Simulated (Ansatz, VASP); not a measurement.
Two plane-wave programs on InP

```
In P
1.0
     0.00000    2.93050    2.93050
     2.93050    0.00000    2.93050
     2.93050    2.93050    0.00000
In P
1 1
Direct
  0.00000 0.00000 0.00000
  0.25000 0.25000 0.25000
```

Alike in both runs: task single point; functional PBE; k mesh 10 × 10 × 10; occupations gaussian, width 0.02 eV; no spin polarisation.

```csv
,VASP,Ansatz
version,VASP 6.6.1,Ansatz 0.2.0
potentials or method,"VASP PAW PBE potentials, release 64 (In_d, P), cutoff 520 eV","scalar-relativistic, plane waves, PAW"
valence electrons in the cell,18,18
```

|  | VASP | Ansatz | Ansatz less VASP |
| --- | --- | --- | --- |
| gap on the k mesh at the Fermi level (eV) | 0.71 | 0.72 | +0.003 |
| least direct gap on the mesh (eV) | 0.71 | 0.72 | +0.003 |
| pressure (GPa) | 3.3 | 3.3 | +0.06 |

The functional is the same, so the differences come from potentials, cutoffs and numerics.
